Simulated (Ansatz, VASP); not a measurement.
## Two plane-wave programs on Ag

```xyz
2
Lattice="2.8894 0.0000 0.0000 -1.4447 2.5023 0.0000 0.0000 0.0000 4.7184" Properties=species:S:1:pos:R:3 pbc="T T T"
Ag    0.0000    1.6682    1.1796
Ag    1.4447    0.8341    3.5388
```

Alike in both runs: task relaxation of cell and atoms; functional BLYP; k mesh 12 × 12 × 7; occupations fermi-dirac, width 0.1 eV; no spin polarisation.

|  | VASP | Ansatz |
| --- | --- | --- |
| version | VASP 6.6.1 | Ansatz 0.2.0 |
| potentials or method | VASP PAW PBE potentials, release 64 (Ag), cutoff 600 eV | plane waves (420 eV) with PAW, scalar-relativistic |
| valence electrons in the cell | 22 | 38 |

Ansatz gave:

| Quantity | Value |
| --- | --- |
| relaxed volume (Å³/atom) | 19.36 |
| relaxed length of the cell vector where the two differ most in proportion (Å) | 4.883 |

**Question.** Which values does VASP return?

**Answer.** Relaxed volume (Å³/atom): 19.36; relaxed length of the cell vector where the two differ most in proportion (Å): 4.887.

VASP's potentials were made for PBE, not for BLYP. VASP's potentials hold 22 valence electrons a cell and Ansatz's 38, so a difference there can come from the potentials and not from the codes.
